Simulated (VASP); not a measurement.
Input of a VASP 6.6.1 run:

POSCAR

```
KCl
1.0
    3.9870005172      0.0000000000      0.0000000000
    0.0000000000      3.9870005172      0.0000000000
    0.0000000000      0.0000000000      3.9870005172
K Cl
1 1
Direct
    0.0000000000      0.0000000000      0.0000000000
    0.5000000000      0.5000000000      0.5000000000
```

Contents of INCAR.step1:

```
SYSTEM = KCl
PREC = Accurate
ENCUT = 550
ISMEAR = 0
SIGMA = 0.01
LREAL = .False.
LASPH = .True.
NELM = 120
NBANDS = 15
GGA = PE
ALGO = Normal
EDIFF = 1E-5
LWAVE = .True.
LCHARG = .False.
GGA_COMPAT = .False.
```

INCAR.step2

```
SYSTEM = KCl
PREC = Accurate
ENCUT = 550
EDIFF = 1E-6
ISMEAR = 0
SIGMA = 0.01
LREAL = .False.
LASPH = .True.
NELM = 120
ALGO = Normal
ISIF = 2
LWAVE = .False.
LCHARG = .False.
METAGGA = R2SCAN
LMIXTAU = .True.
NBANDS = 15
ISTART = 1
GGA_COMPAT = .False.
```

KPOINTS

```
Automatic mesh
0
Gamma
  5 5 5
  0 0 0
```

Potentials or basis: VASP PAW PBE potentials, release 64 (K_sv, Cl).

Launch:

```sh
$ cat potpaw_PBE.64/K_sv/POTCAR potpaw_PBE.64/Cl/POTCAR > POTCAR
$ cp INCAR.step1 INCAR
$ mpirun -np 1 vasp_std > vasp.out
$ cp INCAR.step2 INCAR
$ mpirun -np 1 vasp_std > vasp.out
```

Question: Predict the pressure.

Answer: -2.6 GPa.

Question: What does it give for the band gap on the k mesh?

Answer: 5.13 eV (least direct gap 5.28 eV).

Caveat: the PAW data sets were made with another functional, which shifts forces and pressure a little; an odd mesh through Γ misses points on the zone boundary, where band edges can lie.
